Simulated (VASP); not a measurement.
Wanted: the native input for a VASP 6.6.1 run.

| Property | Result |
| --- | --- |
| Task | single point |
| Functional | PBE |
| Potentials or basis | VASP PAW PBE potentials, release 64 (Ga_d, P) |
| Cutoff | 520 eV |
| k mesh | 14 × 14 × 14 |
| Occupations | fermi-dirac, width 0.02 eV |
| Spin | no spin polarisation |
| Dipole correction | no |
| Further INCAR settings | ALGO = Normal; EDIFF = 1e-06; NBANDS = 16 |

The structure of GaP lies in POSCAR:

```
GaP
1.0
    0.0000000000      2.7252500000      2.7797550000
    2.7252500000      0.0000000000      2.7797550000
    2.7252500000      2.7252500000      0.0000000000
Ga P
1 1
Direct
    0.0000000000      0.0000000000      0.0000000000
    0.2500000000      0.2500000000      0.2500000000
```

This cell differs from its parent crystal: z stretched by +2 %, then relaxed in part.

One way to write it, as run:

INCAR

```
PREC = Accurate ; ENCUT = 520
EDIFF = 1E-6 ; ISMEAR = -1
SIGMA = 0.02 ; LREAL = F
LASPH = T ; NELM = 100
ALGO = Normal ; ISIF = 2
LWAVE = F ; LCHARG = T
GGA = PE ; LELF = T
LVHAR = T ; NBANDS = 16
```

KPOINTS

```
Automatic mesh
0
Gamma
  14 14 14
```

Potentials or basis: VASP PAW PBE potentials, release 64 (Ga_d, P).

The run is started by

```console
$ cat potpaw_PBE.64/Ga_d/POTCAR potpaw_PBE.64/P/POTCAR > POTCAR
$ mpirun -np 1 vasp_std > vasp.out
```

It gave:

* Pressure: 0.8 GPa
* Band gap on the k mesh: 1.53 eV (least direct gap 1.62 eV)

Caveat: the cell differs from its parent crystal (z stretched by +2 %, then relaxed in part).

Run time: 3.9 min on 1 thread of Intel Xeon 8259CL (shared host), peak memory 0.29 GiB.
